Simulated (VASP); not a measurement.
A run of VASP 6.6.1 is set up as follows.

INCAR

```
PREC = Accurate ; ENCUT = 500
EDIFF = 1E-6 ; ISMEAR = 0
SIGMA = 0.1 ; LREAL = False
LASPH = True ; NELM = 120
ALGO = Normal ; ISIF = 2
LWAVE = False ; LCHARG = False
GGA = PE ; NBANDS = 12
GGA_COMPAT = False
```

Contents of KPOINTS:

```
Automatic mesh
0
Gamma
  8 8 8
```

Contents of POSCAR:

```
Zn
1.0
    0.0000000000      1.9536485107      1.9536485107
    1.9536485107      0.0000000000      1.9536485107
    1.9536485107      1.9536485107      0.0000000000
Zn
1
Direct
    0.0000000000      0.0000000000      0.0000000000
```

Potentials or basis: VASP PAW PBE potentials, release 64 (Zn).

The run is started by

```sh
$ cat potpaw_PBE.64/Zn/POTCAR > POTCAR
$ mpirun -np 1 vasp_std > vasp.out
```

Problem. Estimate the band gap on the k mesh.

Solution. Zero (band 6 reaches 5.47 eV, above the bottom of band 7 at 1.85 eV).

Problem. Estimate the pressure.

Solution. 1.9 GPa.
